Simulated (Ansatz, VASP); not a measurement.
## Two plane-wave programs on BeCd2S3

Contents of INCAR:

```
SYSTEM = BeCd2S3
PREC = Accurate
ENCUT = 520
EDIFF = 1E-6
ISMEAR = 0
SIGMA = 0.1
LREAL = .FALSE.
LASPH = .TRUE.
NELM = 80
ALGO = Normal
ISIF = 2
LWAVE = .FALSE.
LCHARG = .FALSE.
GGA = PE
NBANDS = 31
```

Contents of KPOINTS:

```
Automatic mesh
0
G
  4 4 4
  0 0 0
```

Contents of POSCAR:

```
BeCd2S3
1.0
    2.1127876900     -7.0962108800      0.0000000000
    2.1127876900      7.0962108800      0.0000000000
    0.0000000000      0.0000000000      4.3725522100
Be Cd S
1 2 3
Direct
    0.0000000000      0.0000000000      0.0000000000
    0.1250000000      0.8750000000      0.5000000000
    0.8750000000      0.1250000000      0.5000000000
    0.5000000000      0.5000000000      0.5000000000
    0.3150000000      0.6850000000      0.0000000000
    0.6850000000      0.3150000000      0.0000000000
```

Input for Ansatz:

```yaml
crystal:
  lattice:
    - [2.11278769, -7.09621088, 0.0]
    - [2.11278769, 7.09621088, 0.0]
    - [0.0, 0.0, 4.37255221]
  atoms:
    - { symbol: Be, position: [0.0, 0.0, 0.0] }
    - { symbol: Cd, position: [0.125, 0.875, 0.5] }
    - { symbol: Cd, position: [0.875, 0.125, 0.5] }
    - { symbol: S, position: [0.5, 0.5, 0.5] }
    - { symbol: S, position: [0.315, 0.685, 0.0] }
    - { symbol: S, position: [0.685, 0.315, 0.0] }
basis:
  ecutwfc: 420
kpoints:
  mp_grid: { grid: [4, 4, 4] }
hamiltonian:
  xc: pbe
scf:
  occupations: { method: gaussian, width: 0.1 }
  lower_state_search: "off"
output:
  forces: true
  stress: true
  eigenvalues: true
```

Change from the starting cell: species swapped into the TlAg3Te2 type (Cmmm, No. 65).

Alike in both runs: task single point; functional PBE; k mesh 4 × 4 × 4; occupations gaussian, width 0.1 eV; no spin polarisation.

|  | VASP | Ansatz |
| --- | --- | --- |
| version | VASP 6.6.1 | Ansatz 0.2.0 |
| potentials or method | VASP PAW PBE potentials, release 64 (Be, Cd, S), cutoff 520 eV | scalar-relativistic, plane waves, PAW |
| valence electrons in the cell | 44 | 60 |

VASP gave:

| Property | Result |
| --- | --- |
| gap on the k mesh at the Fermi level (eV) | none |
| pressure (GPa) | -6.0 |
| traceless stress, the component that is largest in VASP (GPa) | 6.46 |
| rms of the force components (eV/Å) | 0.148 |

Which values does Ansatz return?

gap on the k mesh at the Fermi level (eV): none; pressure (GPa): -6.2; traceless stress, the component that is largest in VASP (GPa): 6.47; rms of the force components (eV/Å): 0.142.

Atom by atom the forces differ by 0.006 eV/Å (rms over components). A gap of «none» marks a metal or a gap that the smearing closes. VASP's potentials hold 44 valence electrons a cell and Ansatz's 60, so a difference there can come from the potentials and not from the codes.

The k mesh is coarse, so the values compare programs but aren't converged.
